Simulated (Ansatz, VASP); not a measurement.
# One calculation of HgTe, two programs

```xyz
2
Lattice="0.0000 3.1800 3.1800 3.1800 0.0000 3.1800 3.1800 3.1800 0.0000" Properties=species:S:1:pos:R:3 pbc="T T T"
Hg    0.0000    0.0000    0.0000
Te    3.1800    3.1800    3.1800
```

Alike in both runs: functional PBEsol; k mesh 5 × 5 × 5; occupations fermi-dirac, width 0.05 eV; non-collinear spin, spin-orbit coupling.

```csv
,VASP,Ansatz
version,VASP 6.6.1,Ansatz 0.2.0
potentials or method,"VASP PAW PBE potentials, release 64 (Hg, Te)",Ansatz PAW
plane-wave cutoff (eV),520,420
valence electrons in the cell,18,36
task,single point,band structure
```

VASP gave:

* pressure (GPa): -6.2
* net moment per atom (μB): 0.00

**Question.** Estimate Ansatz's values.

**Answer.** Pressure (GPa): -6.4; net moment per atom (μB): 0.00.

VASP's potentials were made for PBE, not for PBEsol. The functional is the same, so the differences come from potentials, cutoffs and numerics. VASP's potentials hold 18 valence electrons a cell and Ansatz's 36, so a difference there can come from the potentials and not from the codes.
